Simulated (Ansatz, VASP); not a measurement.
## One calculation of Hf, two programs

```
Hf
1.0
     1.60161   -2.77408    0.00000
     1.60161    2.77408    0.00000
     0.00000    0.00000    5.07296
Hf
2
Direct
  0.66667 0.33333 0.25000
  0.33333 0.66667 0.75000
```

Alike in both runs: task single point; functional PBE; k mesh 12 × 12 × 7; occupations fermi-dirac, width 0.1 eV; no spin polarisation.

```csv
,VASP,Ansatz
version,VASP 6.6.1,Ansatz 0.2.0
potentials or method,"VASP PAW PBE potentials, release 64 (Hf_pv), cutoff 520 eV","all-electron LAPW, scalar-relativistic"
```

|  | VASP | Ansatz | Ansatz less VASP |
| --- | --- | --- | --- |
| pressure (GPa) | -0.4 | 0.1 | +0.45 |
| traceless stress, the component that is largest in VASP (GPa) | -0.08 | -0.01 | +0.069 |

Ansatz ran all-electron here, and VASP with PAW potentials.

Spin-orbit coupling is off throughout.
